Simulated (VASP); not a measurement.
# BaCo3 (Pm-3m) in VASP: notebook

BaCo3 is run at these levels: PBEsol; tasks: single point.

All numbers are computed with VASP 6.6.1; they aren't measurements. Logs are shortened: lines on timing, memory, paths and dates and some standing lists are left out, and cuts for length are marked.

## 1. The cell of the first run

The structure is cubic, space group Pm-3m (No. 221). Conventional cell: a = 3.868 Å, b = 3.868 Å, c = 3.868 Å, α = 90.00°, β = 90.00°, γ = 90.00°. Within 3.6 Å of Ba (site symmetry m-3m) lie 12 Co at 2.74 Å. Within 3.6 Å of Co (site symmetry 4/mmm) lie 4 Ba at 2.74 Å and 8 Co at 2.74 Å.

## 2. Single point, PBEsol, collinear spin, ferromagnetic start (14.47 Å³/atom)

INCAR

```
SYSTEM = BaCo3
PREC = Accurate
ENCUT = 520
EDIFF = 1E-6
ISMEAR = 0
SIGMA = 0.05
LREAL = .False.
LASPH = .True.
NELM = 150
ALGO = Normal
ISIF = 2
LWAVE = .False.
LCHARG = .False.
ISPIN = 2
MAGMOM = 0 1.49 1.49 1.49
LORBIT = 11
LMAXMIX = 4
GGA = PS
NBANDS = 30
```

KPOINTS

```
Automatic mesh
0
Gamma
  8 8 8
  0 0 0
```

POSCAR

```
BaCo3
1.0
    3.8678967641      0.0000000000      0.0000000000
    0.0000000000      3.8678967641      0.0000000000
    0.0000000000      0.0000000000      3.8678967641
Ba Co
1 3
Direct
    0.0000000000      0.0000000000      0.0000000000
    0.0000000000      0.5000000000      0.5000000000
    0.5000000000      0.5000000000      0.0000000000
    0.5000000000      0.0000000000      0.5000000000
```

Potentials or basis: VASP PAW PBE potentials, release 64 (Ba_sv, Co).

Launch:

```bash
$ cat potpaw_PBE.64/Ba_sv/POTCAR potpaw_PBE.64/Co/POTCAR > POTCAR
$ mpirun -np 1 vasp_std > vasp.out
```

OUTCAR:

```text
SYSTEM = BaCo3
   PREC = Accurate
   ENCUT = 520
   EDIFF = 1E-6
   ISMEAR = 0
   LREAL = .False.
   LASPH = .True.
   NELM = 150
   ISIF = 2
   ISPIN = 2
   LORBIT = 11
   GGA = PS

 ion  position               nearest neighbor table
   1  0.000  0.000  0.000-   2 2.74   3 2.74   4 2.74   2 2.74   4 2.74   2 2.74   3 2.74   2 2.74
                             3 2.74   4 2.74   4 2.74   3 2.74
   2  0.000  0.500  0.500-   1 2.74   3 2.74   4 2.74   1 2.74   3 2.74   1 2.74   4 2.74   1 2.74
                             3 2.74   4 2.74   3 2.74   4 2.74
   3  0.500  0.500  0.000-   1 2.74   2 2.74   4 2.74   2 2.74   4 2.74   1 2.74   4 2.74   4 2.74
                             1 2.74   2 2.74   2 2.74   1 2.74
   4  0.500  0.000  0.500-   1 2.74   2 2.74   3 2.74   1 2.74   3 2.74   2 2.74   3 2.74   3 2.74
                             1 2.74   2 2.74   1 2.74   2 2.74

  LATTYP: Found a simple cubic cell.
 ALAT       =     3.8678967641

  Lattice vectors:

 A1 = (   3.8678967641,   0.0000000000,   0.0000000000)
 A2 = (   0.0000000000,   3.8678967641,   0.0000000000)
 A3 = (   0.0000000000,   0.0000000000,   3.8678967641)

Analysis of symmetry for initial positions (statically):
=====================================================================
 Subroutine PRICEL returns:
 Original cell was already a primitive cell.

 Routine SETGRP: Setting up the symmetry group for a
 simple cubic supercell.

 Subroutine GETGRP returns: Found 48 space group operations
 (whereof 48 operations were pure point group operations)
 out of a pool of 48 trial point group operations.

The static configuration has the point symmetry O_h .

Analysis of symmetry for dynamics (positions and initial velocities):
=====================================================================
 Subroutine PRICEL returns:
 Original cell was already a primitive cell.

 Routine SETGRP: Setting up the symmetry group for a
 simple cubic supercell.

 Subroutine GETGRP returns: Found 48 space group operations
 (whereof 48 operations were pure point group operations)
 out of a pool of 48 trial point group operations.

The dynamic configuration has the point symmetry O_h .

Analysis of structural, dynamic, and magnetic symmetry:
=====================================================================
 Subroutine PRICEL returns:
 Original cell was already a primitive cell.

 Routine SETGRP: Setting up the symmetry group for a
 simple cubic supercell.

 Subroutine GETGRP returns: Found 48 space group operations
 (whereof 48 operations were pure point group operations)
 out of a pool of 48 trial point group operations.

The overall configuration has the point symmetry O_h .

 Subroutine INISYM returns: Found 48 space group operations
 (whereof 48 operations are pure point group operations),
 and found     1 'primitive' translations

----------------------------------------------------------------------------------------

                                     Primitive cell

  volume of cell :      57.8662

  direct lattice vectors                    reciprocal lattice vectors
     3.867896764  0.000000000  0.000000000     0.258538441  0.000000000  0.000000000
     0.000000000  3.867896764  0.000000000     0.000000000  0.258538441  0.000000000
     0.000000000  0.000000000  3.867896764     0.000000000  0.000000000  0.258538441

  length of vectors
     3.867896764  3.867896764  3.867896764     0.258538441  0.258538441  0.258538441

  position of ions in fractional coordinates (direct lattice)
     0.000000000  0.000000000  0.000000000
     0.000000000  0.500000000  0.500000000
     0.500000000  0.500000000  0.000000000
     0.500000000  0.000000000  0.500000000

  ion indices of the primitive-cell ions
   primitive index   ion index
                 1           1
                 2           2
                 3           3
                 4           4

----------------------------------------------------------------------------------------

 KPOINTS: Automatic mesh

Automatic generation of k-mesh.
[... 46 lines left out ...]
   GGA     = PS    functional components
   LHFCALC =     F    Hartree Fock is set to
   AEXX    =    0.0000 exact exchange contribution
   IVDW    =     0    specifies the selected vdW correction
   LEPSILON=     F    determine dielectric tensor
   LRPA    =     F    only Hartree local field effects (RPA)
 spin polarized calculation
 Gauss-broadening in eV      SIGMA  =   0.05
  energy-cutoff  :      520.00
  volume of cell :       57.87
 maximum number of plane-waves:      1596
 NGX is ok and might be reduce to    30
   NGX = 15   NGY = 15   NGZ = 15

 number of electron      37.0000030 magnetization       3.8205754

 Free energy of the ion-electron system (eV)
  ---------------------------------------------------
  ext. energy  EPLUGINS =         0.00000000
  ---------------------------------------------------
  free energy    TOTEN  =       -20.60500449 eV

  energy without entropy =      -20.59859160  energy(sigma->0) =      -20.60179804

 E-fermi :   7.7675     XC(G=0): -12.5183

 val. band max:        7.7555084928   @ k =   0.5000   0.3750   0.0000
 cond. band min:       7.7689015674   @ k =   0.5000   0.1250   0.0000
 fundamental gap:      0.0133930746
 Fermi energy:         7.7675197492

 spin component 1

 k-point     1 :       0.0000    0.0000    0.0000
  band No.  band energies     occupation
      1     -19.0871      1.00000
      2      -4.2816      1.00000
      3      -4.2816      1.00000
      4      -4.2816      1.00000
      5       1.8302      1.00000
      6       3.3515      1.00000
[... 781 lines left out ...]
     29      18.0706      0.00000
     30      18.3073      0.00000

 [... further k-points ...]

 spin component 2

 k-point     1 :       0.0000    0.0000    0.0000
  band No.  band energies     occupation
      1     -19.1143      1.00000
      2      -4.3356      1.00000
      3      -4.3356      1.00000
      4      -4.3356      1.00000
      5       1.9846      1.00000
      6       3.9363      1.00000
[... 781 lines left out ...]
     29      18.3228      0.00000
     30      18.6161      0.00000

 [... further k-points ...]

------------------------ aborting loop because EDIFF is reached ----------------------------------------

  FORCE on cell =-STRESS in cart. coord.  units (eV):
  Direction    XX          YY          ZZ          XY          YZ          ZX
  --------------------------------------------------------------------------------------
  -------------------------------------------------------------------------------------
  Total        3.4688224      3.4688224      3.4688224      0.0000000      0.0000000     -0.0000000
  in kB       96.0435091     96.0435091     96.0435091      0.0000000      0.0000000     -0.0000000
  external PRESSURE =      96.0435091 kB  Pullay stress =       0.0000000 kB

 VOLUME and BASIS-vectors are now :
 -----------------------------------------------------------------------------
  energy-cutoff  :      520.00
  volume of cell :       57.87
      direct lattice vectors                 reciprocal lattice vectors
     3.867896764  0.000000000  0.000000000     0.258538441  0.000000000  0.000000000
     0.000000000  3.867896764  0.000000000     0.000000000  0.258538441  0.000000000
     0.000000000  0.000000000  3.867896764     0.000000000  0.000000000  0.258538441

 POSITION                                       TOTAL-FORCE (eV/Angst)
 -----------------------------------------------------------------------------------
      0.00000      0.00000      0.00000         0.000000      0.000000      0.000000
      0.00000      1.93395      1.93395         0.000000      0.000000      0.000000
      1.93395      1.93395      0.00000         0.000000      0.000000      0.000000
      1.93395      0.00000      1.93395         0.000000      0.000000      0.000000
 -----------------------------------------------------------------------------------
    total drift:                                0.000000      0.000000     -0.000000

  FREE ENERGIE OF THE ION-ELECTRON SYSTEM (eV)
  ---------------------------------------------------
  free  energy   TOTEN  =       -20.6050044858 eV

  energy  without entropy=      -20.5985915964  energy(sigma->0) =      -20.60179804

 total charge

# of ion       s       p       d       tot
------------------------------------------
    1        2.131   5.361   1.243   8.734
    2        0.435   0.333   7.396   8.163
    3        0.435   0.333   7.396   8.163
    4        0.435   0.333   7.396   8.163
--------------------------------------------------
tot          3.435   6.359  23.431  33.225

 magnetization (x)

# of ion       s       p       d       tot
------------------------------------------
    1       -0.008   0.043  -0.147  -0.112
    2       -0.000  -0.014   1.347   1.333
    3       -0.000  -0.014   1.347   1.333
    4       -0.000  -0.014   1.347   1.333
--------------------------------------------------
tot         -0.009   0.003   3.894   3.887
```

Run time: 65 s. Hardware: 1 thread of Intel Xeon 6975P-C (Granite Rapids), shared host; peak memory 0.24 GiB.

What came out:

- Free energy: -20.6050 eV
- Pressure: 9.6 GPa
- Net moment: 3.82 μB per cell
- Site moments: Ba -0.11; Co +1.33 μB
- Valence electrons inside the program's atomic spheres: Ba 8.73; Co 8.16

Levels at points of the mesh, in eV from the Fermi level:
Spin up:
| k point | band 18 | band 19 | band 20 | band 21 | band 22 | band 23 |
| --- | --- | --- | --- | --- | --- | --- |
| (0.00, 0.00, 0.00) | -0.50 | -0.50 | -0.50 | 3.05 | 3.05 | 4.30 |
| (0.50, 0.00, 0.00) | -1.05 | -1.05 | -0.50 | -0.12 | 2.10 | 2.10 |
| (0.50, 0.50, 0.00) | -1.14 | -1.14 | -0.94 | -0.51 | 2.77 | 2.77 |
| (0.50, 0.50, 0.50) | -0.65 | -0.65 | -0.65 | 1.69 | 1.69 | 1.69 |
Spin down:
| k point | band 13 | band 14 | band 15 | band 16 | band 17 | band 18 | band 19 | band 20 | band 21 | band 22 |
| --- | --- | --- | --- | --- | --- | --- | --- | --- | --- | --- |
| (0.00, 0.00, 0.00) | -0.64 | -0.64 | 0.38 | 0.38 | 0.77 | 0.91 | 0.91 | 0.91 | 3.90 | 3.90 |
| (0.50, 0.00, 0.00) | -0.71 | -0.71 | -0.17 | -0.16 | 0.01 | 0.01 | 0.48 | 0.82 | 0.91 | 2.46 |
| (0.50, 0.50, 0.00) | -0.51 | -0.47 | -0.47 | -0.36 | -0.15 | 0.06 | 0.09 | 0.23 | 0.23 | 3.31 |
| (0.50, 0.50, 0.50) | -0.53 | -0.53 | -0.53 | -0.44 | -0.44 | 0.77 | 0.77 | 0.77 | 2.70 | 2.70 |

Caveat: the cell stands under pressure; the PAW data sets were made with another functional, which shifts forces and pressure a little; spin-orbit coupling is left out, which moves the levels of the heavy elements.

## 3. Single point, PBEsol, collinear spin, ferromagnetic start (14.77 Å³/atom)

This run uses another cell than the first one, of 14.77 Å³/atom.

INCAR

```
SYSTEM = BaCo3
PREC     = Accurate       ! precision mode
ENCUT    = 520            ! plane-wave cutoff, eV
EDIFF    = 1E-7           ! SCF threshold, eV
ISMEAR   = 0              ! smearing method
SIGMA    = 0.05           ! smearing width, eV
LREAL    = .FALSE.        ! projectors in reciprocal space
LASPH    = .TRUE.         ! aspherical terms in the spheres
NELM     = 150            ! most SCF steps
ALGO     = Normal         ! electronic algorithm
ISIF     = 2              ! what is computed and relaxed
LWAVE    = .FALSE.        ! write WAVECAR
LCHARG   = .TRUE.         ! write CHGCAR
ISPIN    = 2              ! spin polarisation
MAGMOM   = 0 1.5 1.5 1.5  ! initial moments
LORBIT   = 11             ! projections on sites
LMAXMIX  = 4              ! l up to which the mixer works
GGA      = PS             ! functional
LELF     = .TRUE.         ! ELF
LVHAR    = .TRUE.       
NBANDS   = 30             ! bands
```

KPOINTS

```
Automatic mesh
0
G
  8 8 8
  0 0 0
```

POSCAR

```
BaCo3
1.0
    3.8945727572      0.0000000000      0.0000000000
    0.0000000000      3.8945727572      0.0000000000
    0.0000000000      0.0000000000      3.8945727572
Ba Co
1 3
Direct
    0.0000000000      0.0000000000      0.0000000000
    0.0000000000      0.5000000000      0.5000000000
    0.5000000000      0.5000000000      0.0000000000
    0.5000000000      0.0000000000      0.5000000000
```

Potentials or basis: VASP PAW PBE potentials, release 64 (Ba_sv, Co).

Launch:

```bash
$ cat potpaw_PBE.64/Ba_sv/POTCAR potpaw_PBE.64/Co/POTCAR > POTCAR
$ mpirun -np 1 vasp_std > vasp.out
```

Wall time 74 s (1 thread of Intel Xeon 6975P-C (Granite Rapids), shared host); peak memory 0.24 GiB.

It converged, with:

```yaml
Free_energy: -20.6674 eV
Pressure: 7.0 GPa
Net_moment: 3.82 μB per cell
Site_moments: Ba -0.12; Co +1.34 μB
Valence_electrons_inside_the_program's_atomic_spheres: Ba 8.69; Co 8.13
```

Levels at points of the mesh, in eV from the Fermi level:
Spin up:
```csv
k point,band 16,band 17,band 18,band 19,band 20,band 21,band 22,band 23,band 24,band 25
"(0.00, 0.00, 0.00)",-1.21,-0.70,-0.52,-0.52,-0.52,2.98,2.98,4.22,4.22,4.22
"(0.50, 0.00, 0.00)",-1.51,-1.08,-1.05,-1.05,-0.52,-0.22,2.08,2.08,2.53,6.66
"(0.50, 0.50, 0.00)",-1.24,-1.19,-1.17,-1.17,-0.96,-0.50,2.63,2.63,3.44,3.44
"(0.50, 0.50, 0.50)",-1.40,-0.77,-0.67,-0.67,-0.67,1.62,1.62,1.62,5.09,5.09
```
Spin down:
| k point | band 14 | band 15 | band 16 | band 17 | band 18 | band 19 | band 20 | band 21 |
| --- | --- | --- | --- | --- | --- | --- | --- | --- |
| (0.00, 0.00, 0.00) | -0.61 | 0.38 | 0.38 | 0.77 | 0.89 | 0.89 | 0.89 | 3.83 |
| (0.50, 0.00, 0.00) | -0.70 | -0.15 | -0.14 | 0.01 | 0.01 | 0.48 | 0.74 | 0.89 |
| (0.50, 0.50, 0.00) | -0.45 | -0.45 | -0.33 | -0.13 | 0.04 | 0.09 | 0.21 | 0.21 |
| (0.50, 0.50, 0.50) | -0.50 | -0.50 | -0.41 | -0.41 | 0.75 | 0.75 | 0.75 | 2.63 |

Caveat: the cell stands under pressure; the PAW data sets were made with another functional, which shifts forces and pressure a little; spin-orbit coupling is left out, which moves the levels of the heavy elements.

## 4. Single point, PBEsol, collinear spin, ferromagnetic start (15.37 Å³/atom)

This run uses another cell than the first one, of 15.37 Å³/atom.

INCAR

```
SYSTEM = BaCo3
ALGO = Normal
EDIFF = 1E-6
ENCUT = 520
GGA = PS
ISIF = 2
ISMEAR = 0
ISPIN = 2
LASPH = .TRUE.
LCHARG = .TRUE.
LELF = .TRUE.
LMAXMIX = 4
LORBIT = 11
LREAL = .FALSE.
LVHAR = .TRUE.
LWAVE = .FALSE.
MAGMOM = 0 1.5 1.5 1.5
NBANDS = 30
NELM = 150
PREC = Accurate
SIGMA = 0.05
```

KPOINTS

```
k-points
0
G
  8 8 8
  0 0 0
```

POSCAR

```
BaCo3
1.0
    3.9468551402      0.0000000000      0.0000000000
    0.0000000000      3.9468551402      0.0000000000
    0.0000000000      0.0000000000      3.9468551402
Ba Co
1 3
Direct
    0.0000000000      0.0000000000      0.0000000000
    0.0000000000      0.5000000000      0.5000000000
    0.5000000000      0.5000000000      0.0000000000
    0.5000000000      0.0000000000      0.5000000000
```

Launch:

```bash
$ cat potpaw_PBE.64/Ba_sv/POTCAR potpaw_PBE.64/Co/POTCAR > POTCAR
$ mpirun -np 1 vasp_std > vasp.out
```

It took 82 s on 1 thread of Intel Xeon 6975P-C (Granite Rapids), shared host; peak memory 0.25 GiB.

The run converged. Its results:

* Free energy: -20.7400 eV
* Pressure: 2.8 GPa
* Net moment: 3.85 μB per cell
* Site moments: Ba -0.13; Co +1.36 μB
* Valence electrons inside the program's atomic spheres: Ba 8.61; Co 8.08

Levels at points of the mesh, in eV from the Fermi level:
Spin up:
```csv
k point,band 17,band 18,band 19,band 20,band 21,band 22,band 23,band 24
"(0.00, 0.00, 0.00)",-0.74,-0.57,-0.57,-0.57,2.84,2.84,4.06,4.06
"(0.50, 0.00, 0.00)",-1.11,-1.05,-1.05,-0.57,-0.41,2.05,2.05,2.47
"(0.50, 0.50, 0.00)",-1.23,-1.23,-1.16,-1.00,-0.47,2.36,2.36,3.37
"(0.50, 0.50, 0.50)",-0.71,-0.71,-0.71,-0.70,1.49,1.49,1.49,4.78
```
Spin down:
| k point | band 14 | band 15 | band 16 | band 17 | band 18 | band 19 | band 20 | band 21 |
| --- | --- | --- | --- | --- | --- | --- | --- | --- |
| (0.00, 0.00, 0.00) | -0.56 | 0.39 | 0.39 | 0.77 | 0.84 | 0.84 | 0.84 | 3.70 |
| (0.50, 0.00, 0.00) | -0.67 | -0.11 | -0.11 | 0.01 | 0.01 | 0.49 | 0.60 | 0.85 |
| (0.50, 0.50, 0.00) | -0.41 | -0.41 | -0.27 | -0.10 | 0.00 | 0.10 | 0.18 | 0.18 |
| (0.50, 0.50, 0.50) | -0.44 | -0.44 | -0.37 | -0.37 | 0.73 | 0.73 | 0.73 | 2.51 |

Caveat: the PAW data sets were made with another functional, which shifts forces and pressure a little; spin-orbit coupling is left out, which moves the levels of the heavy elements.

## 5. Single point, PBEsol, collinear spin, ferromagnetic start (15.67 Å³/atom)

This run uses another cell than the first one, of 15.67 Å³/atom.

INCAR

```
PREC = Accurate
ENCUT = 520
EDIFF = 1E-7
ISMEAR = 0
SIGMA = 0.05
LREAL = F
LASPH = T
NELM = 150
ALGO = Normal
ISIF = 2
LWAVE = F
LCHARG = T
ISPIN = 2
MAGMOM = 0 1.51 1.51 1.51
LORBIT = 11
LMAXMIX = 4
GGA = PS
LELF = T
LVHAR = T
NBANDS = 30
```

KPOINTS

```
regular mesh
0
Gamma
  8 8 8
```

POSCAR

```
BaCo3
1.0
    3.9724847878      0.0000000000      0.0000000000
    0.0000000000      3.9724847878      0.0000000000
    0.0000000000      0.0000000000      3.9724847878
Ba Co
1 3
Direct
    0.0000000000      0.0000000000      0.0000000000
    0.0000000000      0.5000000000      0.5000000000
    0.5000000000      0.5000000000      0.0000000000
    0.5000000000      0.0000000000      0.5000000000
```

Launch:

```bash
$ cat potpaw_PBE.64/Ba_sv/POTCAR potpaw_PBE.64/Co/POTCAR > POTCAR
$ mpirun -np 1 vasp_std > vasp.out
```

Run time: 87 s. Hardware: 1 thread of Intel Xeon 6975P-C (Granite Rapids), shared host; peak memory 0.25 GiB.

It converged, with:

- Free energy: -20.7541 eV
- Pressure: 1.0 GPa
- Net moment: 3.87 μB per cell
- Site moments: Ba -0.13; Co +1.37 μB
- Valence electrons inside the program's atomic spheres: Ba 8.57; Co 8.06

Levels at points of the mesh, in eV from the Fermi level:
Spin up:
```csv
k point,band 18,band 19,band 20,band 21,band 22,band 23
"(0.00, 0.00, 0.00)",-0.60,-0.60,-0.60,2.77,2.77,3.98
"(0.50, 0.00, 0.00)",-1.05,-1.05,-0.60,-0.50,2.04,2.04
"(0.50, 0.50, 0.00)",-1.25,-1.15,-1.02,-0.46,2.24,2.24
"(0.50, 0.50, 0.50)",-0.73,-0.73,-0.66,1.43,1.43,1.43
```
Spin down:
```
           k point  band 13  band 14  band 15  band 16  band 17  band 18  band 19  band 20  band 21  band 22
(0.00, 0.00, 0.00)    -0.54    -0.54     0.39     0.39     0.77     0.82     0.82     0.82     3.64     3.64
(0.50, 0.00, 0.00)    -0.66    -0.66    -0.09    -0.09     0.01     0.01     0.49     0.53     0.83     2.36
(0.50, 0.50, 0.00)    -0.54    -0.40    -0.40    -0.24    -0.09    -0.02     0.10     0.17     0.17     2.80
(0.50, 0.50, 0.50)    -0.42    -0.42    -0.42    -0.34    -0.34     0.72     0.72     0.72     2.45     2.45
```

Caveat: the PAW data sets were made with another functional, which shifts forces and pressure a little; spin-orbit coupling is left out, which moves the levels of the heavy elements.

## 6. Overview

```csv
cell,gap on the mesh (eV),pressure (GPa),moment (μB)
"a = 3.868 Å, 4 atoms",none,9.6,3.82
"a = 3.895 Å, 4 atoms",none,7.0,3.82
"a = 3.947 Å, 4 atoms",none,2.8,3.85
"a = 3.972 Å, 4 atoms",none,1.0,3.87
```

Alike in all rows: task single point; level PBEsol; potentials or basis VASP PAW PBE potentials, release 64 (Ba_sv, Co); spin collinear, ferromagnetic start; k mesh 8 × 8 × 8; cutoff (eV) 520; smearing gaussian 0.05 eV.

Caveats: the PAW data sets were made with another functional, which shifts forces and pressure a little; spin-orbit coupling is left out, which moves the levels of the heavy elements; the cell stands under pressure (at least some runs).

Absolute energies hang on the potentials; compare differences alone.

The gap in the log of VASP goes by the Fermi energy; the results here count the filled bands.